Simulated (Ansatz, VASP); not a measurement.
One calculation of Sc, two programs

```xyz
1
Lattice="-1.8387 1.8387 1.8387 1.8387 -1.8387 1.8387 1.8387 1.8387 -1.8387" Properties=species:S:1:pos:R:3 pbc="T T T"
Sc    0.0000    0.0000    0.0000
```

Alike in both runs: task electric field gradients; functional PBE; k mesh 13 × 13 × 13; occupations fermi-dirac, width 0.05 eV; no spin polarisation.

|  | VASP | Ansatz |
| --- | --- | --- |
| version | VASP 6.6.1 | Ansatz 0.2.0 |
| potentials or method | VASP PAW PBE potentials, release 64 (Sc_sv) | PAW with Ansatz's default frozen-core files, scalar-relativistic |
| plane-wave cutoff (eV) | 400 | 420 |
| valence electrons in the cell | 11 | 11 |

```csv
,VASP,Ansatz,Ansatz less VASP
pressure (GPa),0.0,0.0,+0.03
```
